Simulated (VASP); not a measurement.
Input of a VASP 6.6.1 run:

INCAR

```
ALGO     = Normal         # electronic algorithm
EDIFF    = 1E-6           # SCF threshold, eV
ENCUT    = 500            # plane-wave cutoff, eV
GGA      = PE             # functional
GGA_COMPAT= F            
ISIF     = 2              # what is computed and relaxed
ISMEAR   = 0              # smearing method
LASPH    = T              # aspherical terms in the spheres
LCHARG   = F              # write CHGCAR
LREAL    = F              # projectors in reciprocal space
LWAVE    = F              # write WAVECAR
NBANDS   = 18             # bands
NELM     = 120            # most SCF steps
PREC     = Accurate       # precision mode
SIGMA    = 0.15           # smearing width, eV
```

The input KPOINTS:

```
k-points
0
Gamma
  18 18 10
```

The input POSCAR:

```
Ta
1.0
   -1.6512800000      1.6512800000      1.6512800000
    1.6512800000     -1.6512800000      1.6512800000
    3.3025600000      3.3025600000      0.0000000000
Ta
2
Direct
    0.0128465211     -0.0128465211      0.0000000000
    0.4871534789      0.5128465211      0.5000000000
```

Potentials or basis: VASP PAW PBE potentials, release 64 (Ta_pv).

Run with:

```bash
$ cat potpaw_PBE.64/Ta_pv/POTCAR > POTCAR
$ mpirun -np 1 vasp_std > vasp.out
```

Q: Predict the largest force.

A: 0.328 eV/Å.

Q: What does it give for the pressure?

A: 3.3 GPa.

Q: Estimate the band gap on the k mesh.

A: Zero (band 11 reaches 7.07 eV, above the bottom of band 12 at 4.26 eV).

Forces in eV/Å, atoms in the order of the input:
```
Ta   0.232 -0.232  0.000
Ta  -0.232  0.232  0.000
```

Caveat: the cell differs from its parent crystal (mode 4 (91.0 1/cm) frozen in, largest displacement -0.060 Å); spin-orbit coupling is left out, which moves the levels of the heavy elements.
